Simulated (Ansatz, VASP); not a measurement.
KMgF3: VASP beside Ansatz

```
CELL_PARAMETERS angstrom
4.05364 0.00000 0.00000
0.00000 4.05364 0.00000
0.00000 0.00000 4.05364
ATOMIC_POSITIONS crystal
K 0.50000 0.50000 0.50000
Mg 0.00000 0.00000 0.00000
F 0.00000 0.50000 0.00000
F 0.50000 0.00000 0.00000
F 0.00000 0.00000 0.50000
```

Alike in both runs: task single point; functional PBE; k mesh 6 × 6 × 6; occupations gaussian, width 0.02 eV; no spin polarisation.

|  | VASP | Ansatz |
| --- | --- | --- |
| version | VASP 6.6.1 | Ansatz 0.2.0 |
| potentials or method | VASP PAW PBE potentials, release 64 (K_sv, Mg, F), cutoff 520 eV | scalar-relativistic, plane waves, PAW |
| valence electrons in the cell | 32 | 40 |

```csv
,VASP,Ansatz,Ansatz less VASP
gap on the k mesh at the Fermi level (eV),6.93,6.96,+0.031
least direct gap on the mesh (eV),7.25,7.28,+0.029
```

VASP's potentials hold 32 valence electrons a cell and Ansatz's 40, so a difference there can come from the potentials and not from the codes.
